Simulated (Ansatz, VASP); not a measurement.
## Ge in VASP and in Ansatz

```xyz
2
Lattice="-2.2039 2.2039 1.1927 2.2039 -2.2039 1.1927 2.2039 2.2039 -1.1927" Properties=species:S:1:pos:R:3 pbc="T T T"
Ge    0.0000   -1.1020   -0.2982
Ge    0.0000    1.1020    0.2982
```

Change from the starting cell: volume scaled by 0.6, LAPW.

Alike in both runs: task single point; functional PBE; k mesh 17 × 17 × 17; occupations fermi-dirac, width 0.1 eV; no spin polarisation.

|  | VASP | Ansatz |
| --- | --- | --- |
| version | VASP 6.6.1 | Ansatz 0.2.0 |
| potentials or method | VASP PAW PBE potentials, release 64 (Ge_d), cutoff 520 eV | all-electron LAPW, scalar-relativistic |

VASP gave:

| Item | Value |
| --- | --- |
| pressure (GPa) | 114.7 |
| traceless stress, the component that is largest in VASP (GPa) | 0.13 |

Which values does Ansatz return?

Pressure (GPa): 114.4; traceless stress, the component that is largest in VASP (GPa): 0.05.

Both programs put the cell under a high pressure, so it lies far from rest at this level. Ansatz ran all-electron here, and VASP with PAW potentials.

Noted on VASP's run: the cell as given lies far from equilibrium.
